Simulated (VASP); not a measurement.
A run of VASP 6.6.1 is set up as follows.

File INCAR:

```
PREC = Accurate
ENCUT = 520
EDIFF = 1E-8
ISMEAR = 0
SIGMA = 0.01
LREAL = F
LASPH = T
NELM = 100
ALGO = Normal
ISIF = 2
LWAVE = F
LCHARG = F
NBANDS = 11
IBRION = 8
NSW = 1
LEPSILON = T
```

File KPOINTS:

```
Automatic mesh
0
Gamma
  12 12 12
```

POSCAR

```
Si
1.0
    0.0000000000      2.7008304894      2.7008304894
    2.7008304894      0.0000000000      2.7008304894
    2.7008304894      2.7008304894      0.0000000000
Si
2
Direct
    0.5000000000      0.5000000000      0.5000000000
    0.7500000000      0.7500000000      0.7500000000
```

Potentials or basis: VASP PAW LDA potentials, release 64 (Si).

Run with:

```console
$ cat potpaw_LDA.64/Si/POTCAR > POTCAR
$ mpirun -np 1 vasp_std > vasp.out
```

**Question.** Estimate the electronic dielectric tensor (diagonal).

**Answer.** 13.43.

**Question.** What does it give for the Born charges (mean of the diagonal)?

**Answer.** Si +0.00 e.

**Question.** Predict the highest phonon frequency at Γ.

**Answer.** 513 cm⁻¹.

Phonon frequencies in cm⁻¹ (negative: imaginary):
```tsv
q point	frequencies
(0.000, 0.000, 0.000)	0 0 0 513 513 513
```
